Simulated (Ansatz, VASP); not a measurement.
# SnBi5O2: VASP beside Ansatz

```
CELL_PARAMETERS angstrom
3.40368 0.00000 0.00000
-1.70184 2.94767 0.00000
0.00000 0.00000 20.43419
ATOMIC_POSITIONS crystal
Sn 0.00000 0.00000 0.00000
Bi 0.66667 0.33333 0.20803
Bi 0.33333 0.66667 0.79197
Bi 0.33333 0.66667 0.34848
Bi 0.00000 0.00000 0.50000
Bi 0.66667 0.33333 0.65152
O 0.33333 0.66667 0.04718
O 0.66667 0.33333 0.95282
```

Alike in both runs: functional PBE; k mesh 12 × 12 × 2; occupations gaussian, width 0.1 eV; no spin polarisation.

Ansatz relaxed the structure, and its values are those at the end. VASP's run is a single point on that final structure, the one shown.

```csv
,VASP,Ansatz
version,VASP 6.6.1,Ansatz 0.2.0
potentials or method,"VASP PAW PBE potentials, release 64 (Sn_d, Bi_d, O), cutoff 520 eV","scalar-relativistic, plane waves, PAW"
valence electrons in the cell,101,101
```

|  | VASP | Ansatz | Ansatz less VASP |
| --- | --- | --- | --- |
| gap on the k mesh at the Fermi level (eV) | none | none | - |
| pressure (GPa) | 0.0 | 0.0 | -0.03 |
| rms of the force components (eV/Å) | 0.011 | 0.000 | -0.0106 |

A gap of «none» marks a metal or a gap that the smearing closes. The functional is the same, so the differences come from potentials, cutoffs and numerics.

Spin-orbit coupling is off throughout.
